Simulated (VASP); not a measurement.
# BiTe (Fm-3m) in VASP: a series of runs

The runs below take BiTe through single point, with PBE.

All numbers are computed with VASP 6.6.1; they aren't measurements. Logs are shortened: lines on timing, memory, paths and dates and some standing lists are left out, and cuts for length are marked.

## Step 1: The cell of the first run

The structure is cubic, space group Fm-3m (No. 225). The conventional cell has a = 6.347 Å, b = 6.347 Å, c = 6.347 Å, α = 90.00°, β = 90.00°, γ = 90.00°. Bi (site symmetry m-3m) has 6 Te at 3.17 Å within 4.2 Å. Te (site symmetry m-3m) has 6 Bi at 3.17 Å within 4.2 Å.

## Step 2: Single point, PBE

INCAR

```
ALGO = Normal
EDIFF = 1E-7
ENCUT = 520
GGA = PE
ISIF = 2
ISMEAR = 0
LASPH = T
LCHARG = F
LREAL = F
LWAVE = F
NBANDS = 18
NELM = 60
PREC = Accurate
SIGMA = 0.1
```

KPOINTS

```
k-points
0
Gamma
  12 12 12
```

POSCAR

```
BiTe
1.0
    0.0000000000      3.1737234164      3.1737234164
    3.1737234164      0.0000000000      3.1737234164
    3.1737234164      3.1737234164      0.0000000000
Bi Te
1 1
Direct
    0.0000000000      0.0000000000      0.0000000000
    0.5000000000      0.5000000000      0.5000000000
```

Potentials or basis: VASP PAW PBE potentials, release 64 (Bi_d, Te).

Command:

```sh
> cat potpaw_PBE.64/Bi_d/POTCAR potpaw_PBE.64/Te/POTCAR > POTCAR
> mpirun -np 1 vasp_std > vasp.out
```

OUTCAR:

```text
EDIFF = 1E-7
   ENCUT = 520
   GGA = PE
   ISIF = 2
   ISMEAR = 0
   LASPH = T
   LREAL = F
   NELM = 60
   PREC = Accurate

 ion  position               nearest neighbor table
   1  0.000  0.000  0.000-   2 3.17   2 3.17   2 3.17   2 3.17   2 3.17   2 3.17
   2  0.500  0.500  0.500-   1 3.17   1 3.17   1 3.17   1 3.17   1 3.17   1 3.17

  LATTYP: Found a face centered cubic cell.
 ALAT       =     6.3474468328

  Lattice vectors:

 A1 = (   0.0000000000,   3.1737234164,   3.1737234164)
 A2 = (   3.1737234164,   0.0000000000,   3.1737234164)
 A3 = (   3.1737234164,   3.1737234164,   0.0000000000)

Analysis of symmetry for initial positions (statically):
=====================================================================
 Subroutine PRICEL returns:
 Original cell was already a primitive cell.

 Routine SETGRP: Setting up the symmetry group for a
 face centered cubic supercell.

 Subroutine GETGRP returns: Found 48 space group operations
 (whereof 48 operations were pure point group operations)
 out of a pool of 48 trial point group operations.

The static configuration has the point symmetry O_h .

Analysis of symmetry for dynamics (positions and initial velocities):
=====================================================================
 Subroutine PRICEL returns:
 Original cell was already a primitive cell.

 Routine SETGRP: Setting up the symmetry group for a
 face centered cubic supercell.

 Subroutine GETGRP returns: Found 48 space group operations
 (whereof 48 operations were pure point group operations)
 out of a pool of 48 trial point group operations.

The dynamic configuration has the point symmetry O_h .

 Subroutine INISYM returns: Found 48 space group operations
 (whereof 48 operations are pure point group operations),
 and found     1 'primitive' translations

----------------------------------------------------------------------------------------

                                     Primitive cell

  volume of cell :      63.9348

  direct lattice vectors                    reciprocal lattice vectors
     0.000000000  3.173723416  3.173723416    -0.157543659  0.157543659  0.157543659
     3.173723416  0.000000000  3.173723416     0.157543659 -0.157543659  0.157543659
     3.173723416  3.173723416  0.000000000     0.157543659  0.157543659 -0.157543659

  length of vectors
     4.488322699  4.488322699  4.488322699     0.272873622  0.272873622  0.272873622

  position of ions in fractional coordinates (direct lattice)
     0.000000000  0.000000000  0.000000000
     0.500000000  0.500000000  0.500000000

  ion indices of the primitive-cell ions
   primitive index   ion index
                 1           1
                 2           2

----------------------------------------------------------------------------------------

 KPOINTS: k-points

Automatic generation of k-mesh.
 Grid dimensions read from file:
 generate k-points for:   12   12   12

 Generating k-lattice:

  Cartesian coordinates                     Fractional coordinates (reciprocal lattice)
    -0.013128638  0.013128638  0.013128638     0.083333333  0.000000000  0.000000000
     0.013128638 -0.013128638  0.013128638     0.000000000  0.083333333  0.000000000
     0.013128638  0.013128638 -0.013128638     0.000000000  0.000000000  0.083333333

  Length of vectors
     0.022739468  0.022739468  0.022739468

  Shift w.r.t. Gamma in fractional coordinates (k-lattice)
     0.000000000  0.000000000  0.000000000

 Subroutine IBZKPT returns following result:
 ===========================================

 Found     72 irreducible k-points:

 Following reciprocal coordinates:
            Coordinates               Weight
  0.000000  0.000000  0.000000      1.000000
  0.083333  0.000000  0.000000      8.000000
  0.166667  0.000000  0.000000      8.000000
  0.250000  0.000000  0.000000      8.000000
  0.333333  0.000000  0.000000      8.000000
  0.416667  0.000000  0.000000      8.000000
[... 16 lines left out ...]
  0.500000  0.166667  0.000000     24.000000
 -0.416667  0.166667  0.000000     24.000000
 [... further k-points ...]
   k-points           NKPTS =     72   k-points in BZ     NKDIM =     72   number of bands    NBANDS=     18
   number of dos      NEDOS =    301   number of ions     NIONS =      2
   total plane-waves  NPLWV =  46656
   dimension x,y,z NGX =    36 NGY =   36 NGZ =   36
   dimension x,y,z NGXF=    72 NGYF=   72 NGZF=   72
   ions per type =               1   1
   NGX,Y,Z   is equivalent  to a cutoff of  13.33, 13.33, 13.33 a.u.
   NGXF,Y,Z  is equivalent  to a cutoff of  26.67, 26.67, 26.67 a.u.
 SYSTEM =  unknown system
   PREC   = accura    normal or accurate (medium, high low for compatibility)
   ISTART =      0    job   : 0-new  1-cont  2-samecut
   ICHARG =      2    charge: 1-file 2-atom 10-const
   ISPIN  =      1    spin polarized calculation?
   LNONCOLLINEAR =      F non collinear calculations
   LSORBIT =      F    spin-orbit coupling
   LASPH  =      T    aspherical Exc in radial PAW
   ENCUT  =  520.0 eV  38.22 Ry    6.18 a.u.   8.35  8.35  8.35*2*pi/ulx,y,z
   NELM   =     60;   NELMIN=  2; NELMDL= -5     # of ELM steps
   EDIFF  = 0.1E-06   stopping-criterion for ELM
   LREAL  =      F    real-space projection
   EDIFFG = 0.1E-05   stopping-criterion for IOM
   NSW    =      0    number of steps for IOM
   IBRION =     -1    ionic relax: 0-MD 1-quasi-New 2-CG
   NFREE  =      0    steps in history (QN), initial steepest desc. (CG)
   ISIF   =      2    stress and relaxation
   ISYM   =      2    0-nonsym 1-usesym 2-fastsym
   POTIM  = 0.5000    time-step for ionic-motion
   TEBEG  =    0.0;   TEEND  =   0.0 temperature during run
   PSTRESS=    0.0 pullay stress
   NELECT =      21.0000    total number of electrons
   NUPDOWN=      -1.0000    fix difference up-down
   EMIN   =  10.00;   EMAX   =-10.00  energy-range for DOS
   EFERMI =   0.00;   METHOD = LEGACY
   ISMEAR =     0;   SIGMA  =   0.10  broadening in eV -4-tet -1-fermi 0-gaus
   EFERMI_NEDOS =   21; number of points for ismear=-14 and -15
   IALGO  =     38    algorithm
   IMIX   =      4    mixing-type and parameters
     AMIX     =   0.40;   BMIX     =  1.00
     AMIX_MAG =   1.60;   BMIX_MAG =  1.00
  volume/ion in A,a.u.               =      31.97       215.73
  Fermi-wavevector in a.u.,A,eV,Ry     =   1.129541  2.134524 17.359183  1.275864
  Thomas-Fermi vector in A             =   2.266235
   LORBIT       =      0    0 simple, 1 ext, 2 COOP (PROOUT), +10 PAW based schemes
   GGA     = PE    functional components
   LHFCALC =     F    Hartree Fock is set to
   AEXX    =    0.0000 exact exchange contribution
   IVDW    =     0    specifies the selected vdW correction
   LEPSILON=     F    determine dielectric tensor
   LRPA    =     F    only Hartree local field effects (RPA)
 non-spin polarized calculation
 Gauss-broadening in eV      SIGMA  =   0.10
  energy-cutoff  :      520.00
  volume of cell :       63.93
 maximum number of plane-waves:      1759
 NGX is ok and might be reduce to    36
   NGX = 17   NGY = 17   NGZ = 17

 number of electron      21.0000001 magnetization

 Free energy of the ion-electron system (eV)
  ---------------------------------------------------
  ext. energy  EPLUGINS =         0.00000000
  ---------------------------------------------------
  free energy    TOTEN  =        -7.12395250 eV

  energy without entropy =       -7.11869032  energy(sigma->0) =       -7.12132141

 E-fermi :   7.3619     XC(G=0):  -9.6936

 val. band max:        7.3615321642   @ k =   0.3333   0.0000   0.0000
 cond. band min:       7.4044502934   @ k =  -0.1667   0.2500   0.0833
 fundamental gap:      0.0429181292
 Fermi energy:         7.3619475173

 k-point     1 :       0.0000    0.0000    0.0000
  band No.  band energies     occupation
      1     -15.8131      2.00000
      2     -15.8131      2.00000
      3     -15.8064      2.00000
      4     -15.8064      2.00000
      5     -15.8064      2.00000
      6      -6.5717      2.00000
[... 10 lines left out ...]
     17      13.7618      0.00000
     18      13.7632      0.00000

 k-point     2 :       0.0833    0.0000    0.0000
  band No.  band energies     occupation
      1     -15.8134      2.00000
      2     -15.8134      2.00000
      3     -15.8062      2.00000
      4     -15.8059      2.00000
      5     -15.8059      2.00000
      6      -6.5048      2.00000
[... 10 lines left out ...]
     17      14.2104      0.00000
     18      14.3022      0.00000

 k-point     3 :       0.1667    0.0000    0.0000
  band No.  band energies     occupation
      1     -15.8144      2.00000
      2     -15.8144      2.00000
      3     -15.8058      2.00000
      4     -15.8044      2.00000
      5     -15.8044      2.00000
      6      -6.3052      2.00000
[... 10 lines left out ...]
     17      15.2655      0.00000
     18      15.4367      0.00000

 k-point     4 :       0.2500    0.0000    0.0000
  band No.  band energies     occupation
      1     -15.8159      2.00000
      2     -15.8159      2.00000
      3     -15.8052      2.00000
      4     -15.8022      2.00000
      5     -15.8022      2.00000
      6      -5.9763      2.00000
[... 10 lines left out ...]
     17      16.5269      0.00000
     18      16.7292      0.00000

 k-point     5 :       0.3333    0.0000    0.0000
  band No.  band energies     occupation
      1     -15.8175      2.00000
      2     -15.8175      2.00000
      3     -15.8047      2.00000
      4     -15.7999      2.00000
      5     -15.7999      2.00000
      6      -5.5252      2.00000
[... 10 lines left out ...]
     17      17.2000      0.00000
     18      18.1150      0.00000

 k-point     6 :       0.4167    0.0000    0.0000
  band No.  band energies     occupation
      1     -15.8188      2.00000
      2     -15.8188      2.00000
      3     -15.8043      2.00000
      4     -15.7982      2.00000
      5     -15.7982      2.00000
      6      -4.9672      2.00000
[... 10 lines left out ...]
     17      16.3873      0.00000
     18      17.5981      0.00000

 k-point     7 :       0.5000    0.0000    0.0000
  band No.  band energies     occupation
      1     -15.8192      2.00000
      2     -15.8192      2.00000
      3     -15.8042      2.00000
      4     -15.7976      2.00000
      5     -15.7976      2.00000
      6      -4.4589      2.00000
[... 10 lines left out ...]
     17      15.6025      0.00000
     18      16.7008      0.00000

 k-point     8 :       0.0833    0.0833    0.0000
  band No.  band energies     occupation
      1     -15.8142      2.00000
      2     -15.8127      2.00000
      3     -15.8067      2.00000
      4     -15.8055      2.00000
      5     -15.8055      2.00000
      6      -6.4828      2.00000
[... 10 lines left out ...]
     17      13.9372      0.00000
     18      14.1336      0.00000
[... 229 lines left out ...]
     17      14.1937      0.00000
     18      14.3600      0.00000

 k-point    20 :       0.2500    0.1667    0.0000
  band No.  band energies     occupation
      1     -15.8195      2.00000
      2     -15.8116      2.00000
      3     -15.8077      2.00000
      4     -15.8016      2.00000
      5     -15.8012      2.00000
      6      -5.9874      2.00000
[... 10 lines left out ...]
     17      14.7862      0.00000
     18      14.9133      0.00000

 k-point    21 :       0.3333    0.1667    0.0000
  band No.  band energies     occupation
      1     -15.8212      2.00000
      2     -15.8127      2.00000
      3     -15.8069      2.00000
      4     -15.8001      2.00000
      5     -15.7990      2.00000
      6      -5.6328      2.00000
[... 10 lines left out ...]
     17      15.8325      0.00000
     18      16.0134      0.00000

 k-point    22 :       0.4167    0.1667    0.0000
  band No.  band energies     occupation
      1     -15.8222      2.00000
      2     -15.8143      2.00000
      3     -15.8055      2.00000
      4     -15.7992      2.00000
      5     -15.7973      2.00000
      6      -5.1698      2.00000
[... 10 lines left out ...]
     17      16.2119      0.00000
     18      16.9940      0.00000

 k-point    23 :       0.5000    0.1667    0.0000
  band No.  band energies     occupation
      1     -15.8221      2.00000
      2     -15.8159      2.00000
      3     -15.8039      2.00000
      4     -15.7988      2.00000
      5     -15.7967      2.00000
      6      -4.6268      2.00000
[... 10 lines left out ...]
     17      16.2574      0.00000
     18      17.0674      0.00000

 k-point    24 :      -0.4167    0.1667    0.0000
  band No.  band energies     occupation
      1     -15.8211      2.00000
      2     -15.8172      2.00000
      3     -15.8029      2.00000
      4     -15.7988      2.00000
      5     -15.7973      2.00000
      6      -4.4170      2.00000
[... 10 lines left out ...]
     17      17.0411      0.00000
     18      18.2361      0.00000

 [... further k-points ...]
[... 5 lines left out ...]
  --------------------------------------------------------------------------------------
  -------------------------------------------------------------------------------------
  Total        1.5770922      1.5770922      1.5770922      0.0000000      0.0000000     -0.0000000
  in kB       39.5212287     39.5212287     39.5212287      0.0000000      0.0000000     -0.0000000
  external PRESSURE =      39.5212287 kB  Pullay stress =       0.0000000 kB

 VOLUME and BASIS-vectors are now :
 -----------------------------------------------------------------------------
  energy-cutoff  :      520.00
  volume of cell :       63.93
      direct lattice vectors                 reciprocal lattice vectors
     0.000000000  3.173723416  3.173723416    -0.157543659  0.157543659  0.157543659
     3.173723416  0.000000000  3.173723416     0.157543659 -0.157543659  0.157543659
     3.173723416  3.173723416  0.000000000     0.157543659  0.157543659 -0.157543659

 POSITION                                       TOTAL-FORCE (eV/Angst)
 -----------------------------------------------------------------------------------
      0.00000      0.00000      0.00000         0.000000      0.000000     -0.000000
      3.17372      3.17372      3.17372         0.000000      0.000000      0.000000
 -----------------------------------------------------------------------------------
    total drift:                               -0.000000      0.000000      0.000000

  FREE ENERGIE OF THE ION-ELECTRON SYSTEM (eV)
  ---------------------------------------------------
  free  energy   TOTEN  =        -7.1239524958 eV

  energy  without entropy=       -7.1186903184  energy(sigma->0) =       -7.12132141
```

Wall time 1.8 min (1 thread of Intel Xeon 8259CL, shared host); peak memory 0.26 GiB.

Results:

```
Free energy            : -7.1240 eV
Pressure               : 4.0 GPa
Band gap on the k mesh : zero (an odd number of electrons rules out a gap without spin polarisation)
```

Levels at points of the mesh, in eV from the Fermi level:
| k point | band 8 | band 9 | band 10 | band 11 | band 12 | band 13 |
| --- | --- | --- | --- | --- | --- | --- |
| (0.00, 0.00, 0.00) | -2.70 | -2.70 | -2.70 | 2.28 | 2.28 | 2.28 |
| (0.50, 0.00, 0.00) | -2.03 | -2.03 | -1.57 | -0.83 | -0.71 | -0.71 |
| (0.50, 0.50, 0.00) | -6.05 | -4.29 | -4.29 | 2.03 | 3.87 | 3.87 |

Caveat: the cell stands under pressure; spin-orbit coupling is left out, which moves the levels of the heavy elements.

## Step 3: Single point, PBE

This run uses another cell than the first one, of 33.67 Å³/atom.

INCAR

```
PREC     = Accurate       # precision mode
ENCUT    = 520            # plane-wave cutoff, eV
EDIFF    = 1E-6           # SCF threshold, eV
ISMEAR   = 0              # smearing method
SIGMA    = 0.1            # smearing width, eV
LREAL    = F              # projectors in reciprocal space
LASPH    = T              # aspherical terms in the spheres
NELM     = 60             # most SCF steps
ALGO     = Normal         # electronic algorithm
ISIF     = 2              # what is computed and relaxed
LWAVE    = F              # write WAVECAR
LCHARG   = F              # write CHGCAR
GGA      = PE             # functional
NBANDS   = 18             # bands
```

KPOINTS

```
regular mesh
0
Gamma
  12 12 12
```

POSCAR

```
BiTe
1.0
    0.0000000000      3.2290657689      3.2290657689
    3.2290657689      0.0000000000      3.2290657689
    3.2290657689      3.2290657689      0.0000000000
Bi Te
1 1
Direct
    0.0000000000      0.0000000000      0.0000000000
    0.5000000000      0.5000000000      0.5000000000
```

Potentials or basis: VASP PAW PBE potentials, release 64 (Bi_d, Te).

Command:

```sh
> cat potpaw_PBE.64/Bi_d/POTCAR potpaw_PBE.64/Te/POTCAR > POTCAR
> mpirun -np 1 vasp_std > vasp.out
```

Wall time 85 s (1 thread of Intel Xeon 8259CL, shared host); peak memory 0.26 GiB.

The run converged. Its results:

```
Free energy            : -7.1753 eV
Pressure               : 0.9 GPa
Band gap on the k mesh : zero (an odd number of electrons rules out a gap without spin polarisation)
```

Levels at points of the mesh, in eV from the Fermi level:
```csv
k point,band 8,band 9,band 10,band 11,band 12,band 13
"(0.00, 0.00, 0.00)",-2.56,-2.56,-2.56,2.17,2.17,2.17
"(0.50, 0.00, 0.00)",-1.92,-1.92,-1.59,-0.81,-0.62,-0.62
"(0.50, 0.50, 0.00)",-5.69,-4.03,-4.03,2.23,3.62,3.62
```

Caveat: spin-orbit coupling is left out, which moves the levels of the heavy elements.

(Continued in part 2 of 2.)
